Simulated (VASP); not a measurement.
Input of a VASP 6.6.1 run:

File INCAR:

```
SYSTEM = Ti4W
ALGO = Normal ; EDIFF = 1E-6
ENCUT = 520 ; GGA = PE
ISIF = 2 ; ISMEAR = 0
LASPH = .TRUE. ; LCHARG = .FALSE.
LREAL = .FALSE. ; LWAVE = .FALSE.
NBANDS = 39 ; NELM = 60
PREC = Accurate ; SIGMA = 0.1
```

KPOINTS

```
k-points
0
G
  6 6 2
  0 0 0
```

POSCAR

```
Ti4W
1.0
    2.8812952100      0.0000000000      0.0000000000
   -1.4406476000      2.4952748500      0.0000000000
    0.0000000000      0.0000000000      9.2647511000
Ti W
4 1
Direct
    0.3333333300      0.6666666700      0.8658552800
    0.3333333300      0.6666666700      0.3767953500
    0.6666666700      0.3333333300      0.1341447200
    0.6666666700      0.3333333300      0.6232046500
    0.0000000000      0.0000000000      0.0000000000
```

Potentials or basis: VASP PAW PBE potentials, release 64 (Ti_sv, W_sv).

Launch:

```bash
$ cat potpaw_PBE.64/Ti_sv/POTCAR potpaw_PBE.64/W_sv/POTCAR > POTCAR
$ mpirun -np 1 vasp_std > vasp.out
```

(1) Predict the band gap on the k mesh.

(2) Predict the largest force.

(3) Predict the pressure.

## Answers

(1) zero (band 31 reaches 12.32 eV, above the bottom of band 32 at 11.08 eV).

(2) 17.995 eV/Å.

(3) 109.7 GPa.

Caveat: the k points lie up to 0.42 Å⁻¹ apart; spin-orbit coupling is left out, which moves the levels of the heavy elements; forces of over 1 eV/Å act on the atoms, so gaps and moduli don't describe the material at rest.
